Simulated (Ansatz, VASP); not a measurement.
GaN: VASP beside Ansatz

```xyz
4
Lattice="3.0736 0.0000 0.0000 -1.5368 2.7872 0.0000 0.0000 0.0000 5.2430" Properties=species:S:1:pos:R:3 pbc="T T T"
Ga    0.0000    1.8582    5.2385
Ga    1.5368    0.9291    2.6170
N     0.0000    1.8582    1.9707
N     1.5368    0.9291    4.5922
```

Change from the starting cell: strain -0.0450 x Voigt [1, 0, 0, 0, 0, 0], atoms carried along.

Alike in both runs: task single point; functional PBE; k mesh 12 × 12 × 6; occupations gaussian, width 0.05 eV; no spin polarisation.

|  | VASP | Ansatz |
| --- | --- | --- |
| version | VASP 6.6.1 | Ansatz 0.2.0 |
| potentials or method | VASP PAW PBE potentials, release 64 (Ga_d, N), cutoff 520 eV | scalar-relativistic, plane waves, PAW |
| valence electrons in the cell | 36 | 36 |

```csv
,VASP,Ansatz,Ansatz less VASP
gap on the k mesh at the Fermi level (eV),1.82,1.81,-0.008
least direct gap on the mesh (eV),1.82,1.81,-0.008
pressure (GPa),9.2,9.2,-0.02
"traceless stress, the component that is largest in VASP (GPa)",10.70,10.75,+0.042
rms of the force components (eV/Å),0.300,0.306,+0.0057
```

Atom by atom the forces differ by 0.006 eV/Å (rms over components). The functional is the same, so the differences come from potentials, cutoffs and numerics.
